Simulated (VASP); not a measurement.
# AgCl (Fm-3m) in VASP: further runs

Runs on AgCl. Level: PBEsol. Tasks: single point, relaxation of cell and atoms.

All numbers are computed with VASP 6.6.1; they aren't measurements. Logs are shortened: lines on timing, memory, paths and dates and some standing lists are left out, and cuts for length are marked.

### Step 1. The cell of the first run

It takes space group Fm-3m (No. 225, cubic). Conventional cell: a = 5.276 Å, b = 5.276 Å, c = 5.276 Å, α = 90.00°, β = 90.00°, γ = 90.00°. Ag (site symmetry m-3m) has 6 Cl at 2.64 Å within 3.5 Å. Cl (site symmetry m-3m) has 6 Ag at 2.64 Å within 3.5 Å.

### Step 2. Single point, PBEsol

The input, INCAR:

```
PREC     = Accurate       # precision mode
ENCUT    = 500            # plane-wave cutoff, eV
EDIFF    = 1E-6           # SCF threshold, eV
ISMEAR   = 0              # smearing method
SIGMA    = 0.01           # smearing width, eV
LREAL    = F              # projectors in reciprocal space
LASPH    = T              # aspherical terms in the spheres
NELM     = 120            # most SCF steps
ALGO     = Normal         # electronic algorithm
ISIF     = 2              # what is computed and relaxed
LWAVE    = F              # write WAVECAR
LCHARG   = F              # write CHGCAR
GGA      = PS             # functional
NBANDS   = 16             # bands
GGA_COMPAT= F
```

The input, KPOINTS:

```
Automatic mesh
0
Gamma
  8 8 8
```

The input, POSCAR:

```
AgCl
1.0
    0.0000000000      2.6381194807      2.6381194807
    2.6381194807      0.0000000000      2.6381194807
    2.6381194807      2.6381194807      0.0000000000
Ag Cl
1 1
Direct
    0.0000000000      0.0000000000      0.0000000000
    0.5000000000      0.5000000000      0.5000000000
```

Potentials or basis: VASP PAW PBE potentials, release 64 (Ag, Cl).

On the command line:

```
cat potpaw_PBE.64/Ag/POTCAR potpaw_PBE.64/Cl/POTCAR > POTCAR
mpirun -np 1 vasp_std > vasp.out
```

OUTCAR:

```text
PREC = Accurate
   ENCUT = 500
   EDIFF = 1E-6
   ISMEAR = 0
   LREAL = F
   LASPH = T
   NELM = 120
   ISIF = 2
   GGA = PS

 ion  position               nearest neighbor table
   1  0.000  0.000  0.000-   2 2.64   2 2.64   2 2.64   2 2.64   2 2.64   2 2.64
   2  0.500  0.500  0.500-   1 2.64   1 2.64   1 2.64   1 2.64   1 2.64   1 2.64

  LATTYP: Found a face centered cubic cell.
 ALAT       =     5.2762389614

  Lattice vectors:

 A1 = (   0.0000000000,   2.6381194807,   2.6381194807)
 A2 = (   2.6381194807,   0.0000000000,   2.6381194807)
 A3 = (   2.6381194807,   2.6381194807,   0.0000000000)

Analysis of symmetry for initial positions (statically):
=====================================================================
 Subroutine PRICEL returns:
 Original cell was already a primitive cell.

 Routine SETGRP: Setting up the symmetry group for a
 face centered cubic supercell.

 Subroutine GETGRP returns: Found 48 space group operations
 (whereof 48 operations were pure point group operations)
 out of a pool of 48 trial point group operations.

The static configuration has the point symmetry O_h .

Analysis of symmetry for dynamics (positions and initial velocities):
=====================================================================
 Subroutine PRICEL returns:
 Original cell was already a primitive cell.

 Routine SETGRP: Setting up the symmetry group for a
 face centered cubic supercell.

 Subroutine GETGRP returns: Found 48 space group operations
 (whereof 48 operations were pure point group operations)
 out of a pool of 48 trial point group operations.

The dynamic configuration has the point symmetry O_h .

 Subroutine INISYM returns: Found 48 space group operations
 (whereof 48 operations are pure point group operations),
 and found     1 'primitive' translations

----------------------------------------------------------------------------------------

                                     Primitive cell

  volume of cell :      36.7209

  direct lattice vectors                    reciprocal lattice vectors
     0.000000000  2.638119481  2.638119481    -0.189528944  0.189528944  0.189528944
     2.638119481  0.000000000  2.638119481     0.189528944 -0.189528944  0.189528944
     2.638119481  2.638119481  0.000000000     0.189528944  0.189528944 -0.189528944

  length of vectors
[... 80 lines left out ...]
   ENCUT  =  500.0 eV  36.75 Ry    6.06 a.u.   6.80  6.80  6.80*2*pi/ulx,y,z
   NELM   =    120;   NELMIN=  2; NELMDL= -5     # of ELM steps
   EDIFF  = 0.1E-05   stopping-criterion for ELM
   LREAL  =      F    real-space projection
   EDIFFG = 0.1E-04   stopping-criterion for IOM
   NSW    =      0    number of steps for IOM
   IBRION =     -1    ionic relax: 0-MD 1-quasi-New 2-CG
   NFREE  =      0    steps in history (QN), initial steepest desc. (CG)
   ISIF   =      2    stress and relaxation
   ISYM   =      2    0-nonsym 1-usesym 2-fastsym
   POTIM  = 0.5000    time-step for ionic-motion
   TEBEG  =    0.0;   TEEND  =   0.0 temperature during run
   PSTRESS=    0.0 pullay stress
   NELECT =      18.0000    total number of electrons
   NUPDOWN=      -1.0000    fix difference up-down
   EMIN   =  10.00;   EMAX   =-10.00  energy-range for DOS
   EFERMI =   0.00;   METHOD = LEGACY
   ISMEAR =     0;   SIGMA  =   0.01  broadening in eV -4-tet -1-fermi 0-gaus
   EFERMI_NEDOS =   21; number of points for ismear=-14 and -15
   IALGO  =     38    algorithm
   IMIX   =      4    mixing-type and parameters
     AMIX     =   0.40;   BMIX     =  1.00
     AMIX_MAG =   1.60;   BMIX_MAG =  1.00
  volume/ion in A,a.u.               =      18.36       123.90
  Fermi-wavevector in a.u.,A,eV,Ry     =   1.290807  2.439271 22.669781  1.666182
  Thomas-Fermi vector in A             =   2.422616
   LORBIT       =      0    0 simple, 1 ext, 2 COOP (PROOUT), +10 PAW based schemes
   GGA     = PS    functional components
   LHFCALC =     F    Hartree Fock is set to
   AEXX    =    0.0000 exact exchange contribution
   IVDW    =     0    specifies the selected vdW correction
   LEPSILON=     F    determine dielectric tensor
   LRPA    =     F    only Hartree local field effects (RPA)
 non-spin polarized calculation
 Gauss-broadening in eV      SIGMA  =   0.01
  energy-cutoff  :      500.00
  volume of cell :       36.72
 maximum number of plane-waves:       950
   NGX = 13   NGY = 13   NGZ = 13

 number of electron      17.9999992 magnetization

 Free energy of the ion-electron system (eV)
  ---------------------------------------------------
  ext. energy  EPLUGINS =         0.00000000
  ---------------------------------------------------
  free energy    TOTEN  =        -5.98854630 eV

  energy without entropy =       -5.98854630  energy(sigma->0) =       -5.98854630

 E-fermi :   5.8631     XC(G=0): -11.0149

 val. band max:        5.7782236982   @ k =   0.5000   0.0000   0.0000
 cond. band min:       6.5242046872   @ k =   0.0000   0.0000   0.0000
 fundamental gap:      0.7459809890
 Fermi energy:         5.8630957122

 k-point     1 :       0.0000    0.0000    0.0000
  band No.  band energies     occupation
      1     -10.4791      2.00000
      2       2.5794      2.00000
      3       2.5794      2.00000
      4       2.5794      2.00000
      5       2.6309      2.00000
      6       2.6309      2.00000
[... 433 lines left out ...]
      3       0.5398      2.00000
      4       0.6313      2.00000
      5       3.0301      2.00000
      6       3.1202      2.00000
[... 8 lines left out ...]
     15      19.6028      0.00000
     16      21.1451      0.00000

 [... further k-points ...]

------------------------ aborting loop because EDIFF is reached ----------------------------------------

  FORCE on cell =-STRESS in cart. coord.  units (eV):
  Direction    XX          YY          ZZ          XY          YZ          ZX
  --------------------------------------------------------------------------------------
  -------------------------------------------------------------------------------------
  Total        1.5808285      1.5808285      1.5808285      0.0000000      0.0000000      0.0000000
  in kB       68.9734528     68.9734528     68.9734528      0.0000000      0.0000000      0.0000000
  external PRESSURE =      68.9734528 kB  Pullay stress =       0.0000000 kB

 VOLUME and BASIS-vectors are now :
 -----------------------------------------------------------------------------
  energy-cutoff  :      500.00
  volume of cell :       36.72
      direct lattice vectors                 reciprocal lattice vectors
     0.000000000  2.638119481  2.638119481    -0.189528944  0.189528944  0.189528944
     2.638119481  0.000000000  2.638119481     0.189528944 -0.189528944  0.189528944
     2.638119481  2.638119481  0.000000000     0.189528944  0.189528944 -0.189528944

 POSITION                                       TOTAL-FORCE (eV/Angst)
 -----------------------------------------------------------------------------------
      0.00000      0.00000      0.00000        -0.000000     -0.000000     -0.000000
      2.63812      2.63812      2.63812         0.000000      0.000000      0.000000
 -----------------------------------------------------------------------------------
    total drift:                                0.000000      0.000000      0.000000

  FREE ENERGIE OF THE ION-ELECTRON SYSTEM (eV)
  ---------------------------------------------------
  free  energy   TOTEN  =        -5.9885462989 eV

  energy  without entropy=       -5.9885462989  energy(sigma->0) =       -5.98854630
```

OSZICAR:

```text
N       E                     dE             d eps       ncg     rms          rms(c)
DAV:   1     0.966697140852E+02    0.96670E+02   -0.85835E+03   960   0.101E+03
DAV:   2    -0.282796588306E+01   -0.99498E+02   -0.92016E+02  1192   0.222E+02
DAV:   3    -0.612731714798E+01   -0.32994E+01   -0.32937E+01  1112   0.428E+01
DAV:   4    -0.614825088055E+01   -0.20934E-01   -0.20933E-01  1232   0.367E+00
DAV:   5    -0.614849330210E+01   -0.24242E-03   -0.24242E-03  1120   0.383E-01    0.978E+00
DAV:   6    -0.599396146111E+01    0.15453E+00   -0.28352E-01  1136   0.736E+00    0.628E+00
DAV:   7    -0.598999703781E+01    0.39644E-02   -0.67900E-02  1088   0.175E+00    0.231E+00
DAV:   8    -0.598858392139E+01    0.14131E-02   -0.29800E-03  1024   0.588E-01    0.334E-01
DAV:   9    -0.598853004424E+01    0.53877E-04   -0.47704E-04  1192   0.234E-01    0.422E-02
DAV:  10    -0.598853987561E+01   -0.98314E-05   -0.11393E-05  1224   0.363E-02    0.180E-02
DAV:  11    -0.598854638389E+01   -0.65083E-05   -0.58497E-06  1144   0.211E-02    0.765E-03
DAV:  12    -0.598854629894E+01    0.84943E-07   -0.14356E-07   640   0.406E-03
   1 F= -.59885463E+01 E0= -.59885463E+01  d E =-.459002E-35
```

stdout:

```text
POSCAR found type information on POSCAR AgCl
 POSCAR found :  2 types and       2 ions
 scaLAPACK will be used
 -----------------------------------------------------------------------------
|                                                                             |
|                                                                             |
|     You enforced a specific xc type in the INCAR file but a different       |
|     I HOPE YOU KNOW WHAT YOU ARE DOING!                                     |
|                                                                             |
 -----------------------------------------------------------------------------

 LDA part: xc-table for (Slater+PW92), standard interpolation
 POSCAR, INCAR and KPOINTS ok, starting setup
 FFT: planning ... GRIDC
 FFT: planning ... GRID_SOFT
 FFT: planning ... GRID
 WAVECAR not read
 entering main loop
```

It took 7 s on 1 thread of Intel Xeon 6975P-C (Granite Rapids), shared host; peak memory 0.16 GiB.

Results:

```
Free energy            : -5.9885 eV
Pressure               : 6.9 GPa
Band gap on the k mesh : 0.75 eV (least direct gap 3.58 eV)
```

Levels at points of the mesh, in eV from the valence-band top:
```csv
k point,band 5,band 6,band 7,band 8,band 9,band 10,band 11,band 12,band 13,band 14
"(0.00, 0.00, 0.00)",-3.15,-3.15,-2.99,-2.99,-2.99,0.75,10.68,10.68,10.68,11.79
"(0.50, 0.00, 0.00)",-2.65,-2.65,-2.25,0.00,0.00,3.58,7.20,7.20,7.33,13.59
"(0.50, 0.50, 0.00)",-3.70,-2.87,-2.48,-2.48,-2.27,1.95,7.64,8.97,12.15,12.15
```

Caveat: the cell stands under pressure; the PAW data sets were made with another functional, which shifts forces and pressure a little. A k mesh can miss the band edges.

### Step 3. Single point, PBEsol

This run uses another cell than the first one, of 19.02 Å³/atom.

The input, INCAR:

```
SYSTEM = AgCl
PREC     = Accurate       ! precision mode
ENCUT    = 500            ! plane-wave cutoff, eV
EDIFF    = 1E-6           ! SCF threshold, eV
ISMEAR   = 0              ! smearing method
SIGMA    = 0.01           ! smearing width, eV
LREAL    = .FALSE.        ! projectors in reciprocal space
LASPH    = .TRUE.         ! aspherical terms in the spheres
NELM     = 120            ! most SCF steps
ALGO     = Normal         ! electronic algorithm
ISIF     = 2              ! what is computed and relaxed
LWAVE    = .FALSE.        ! write WAVECAR
LCHARG   = .FALSE.        ! write CHGCAR
GGA      = PS             ! functional
NBANDS   = 16             ! bands
GGA_COMPAT= .FALSE.
```

The input, KPOINTS:

```
Automatic mesh
0
G
  8 8 8
  0 0 0
```

The input, POSCAR:

```
AgCl
1.0
    0.0000000000      2.6695610444      2.6695610444
    2.6695610444      0.0000000000      2.6695610444
    2.6695610444      2.6695610444      0.0000000000
Ag Cl
1 1
Direct
    0.0000000000      0.0000000000      0.0000000000
    0.5000000000      0.5000000000      0.5000000000
```

Potentials or basis: VASP PAW PBE potentials, release 64 (Ag, Cl).

On the command line:

```
cat potpaw_PBE.64/Ag/POTCAR potpaw_PBE.64/Cl/POTCAR > POTCAR
mpirun -np 1 vasp_std > vasp.out
```

It took 7.1 s on 1 thread of Intel Xeon 6975P-C (Granite Rapids), shared host; peak memory 0.16 GiB.

It converged, with:

- Free energy: -6.0335 eV
- Pressure: 3.9 GPa
- Band gap on the k mesh: 0.73 eV (least direct gap 3.46 eV)

Levels at points of the mesh, in eV from the valence-band top:
```csv
k point,band 5,band 6,band 7,band 8,band 9,band 10,band 11,band 12,band 13,band 14
"(0.00, 0.00, 0.00)",-2.96,-2.96,-2.82,-2.82,-2.82,0.73,10.70,10.70,10.70,11.87
"(0.50, 0.00, 0.00)",-2.51,-2.51,-2.13,0.00,0.00,3.69,7.10,7.29,7.29,13.62
"(0.50, 0.50, 0.00)",-3.46,-2.71,-2.35,-2.35,-2.17,2.02,7.70,8.85,11.95,11.95
```

Caveat: the cell stands under pressure; the PAW data sets were made with another functional, which shifts forces and pressure a little. A k mesh can miss the band edges.

### Step 4. Single point, PBEsol

This run uses another cell than the first one, of 19.87 Å³/atom.

The input, INCAR:

```
PREC     = Accurate       # precision mode
ENCUT    = 500            # plane-wave cutoff, eV
EDIFF    = 1E-6           # SCF threshold, eV
ISMEAR   = 0              # smearing method
SIGMA    = 0.01           # smearing width, eV
LREAL    = F              # projectors in reciprocal space
LASPH    = T              # aspherical terms in the spheres
NELM     = 120            # most SCF steps
ALGO     = Normal         # electronic algorithm
ISIF     = 2              # what is computed and relaxed
LWAVE    = F              # write WAVECAR
LCHARG   = F              # write CHGCAR
GGA      = PS             # functional
NBANDS   = 16             # bands
GGA_COMPAT= F
```

The input, KPOINTS:

```
Automatic mesh
0
Gamma
  8 8 8
```

The input, POSCAR:

```
AgCl
1.0
    0.0000000000      2.7084881102      2.7084881102
    2.7084881102      0.0000000000      2.7084881102
    2.7084881102      2.7084881102      0.0000000000
Ag Cl
1 1
Direct
    0.0000000000      0.0000000000      0.0000000000
    0.5000000000      0.5000000000      0.5000000000
```

On the command line:

```
cat potpaw_PBE.64/Ag/POTCAR potpaw_PBE.64/Cl/POTCAR > POTCAR
mpirun -np 1 vasp_std > vasp.out
```

Wall time 6.8 s (1 thread of Intel Xeon 6975P-C (Granite Rapids), shared host); peak memory 0.16 GiB.

Results (log left out):

* Free energy: -6.0590 eV
* Pressure: 0.9 GPa
* Band gap on the k mesh: 0.72 eV (least direct gap 3.29 eV)

Levels at points of the mesh, in eV from the valence-band top:
| k point | band 5 | band 6 | band 7 | band 8 | band 9 | band 10 | band 11 | band 12 | band 13 | band 14 |
| --- | --- | --- | --- | --- | --- | --- | --- | --- | --- | --- |
| (0.00, 0.00, 0.00) | -2.74 | -2.74 | -2.63 | -2.63 | -2.63 | 0.72 | 10.72 | 10.72 | 10.72 | 11.96 |
| (0.50, 0.00, 0.00) | -2.34 | -2.34 | -1.99 | 0.00 | 0.00 | 3.83 | 6.84 | 7.39 | 7.39 | 13.59 |
| (0.50, 0.50, 0.00) | -3.20 | -2.52 | -2.20 | -2.20 | -2.06 | 2.11 | 7.76 | 8.69 | 11.72 | 11.72 |

Caveat: the PAW data sets were made with another functional, which shifts forces and pressure a little. A k mesh can miss the band edges.

[end of part 1 of 2]
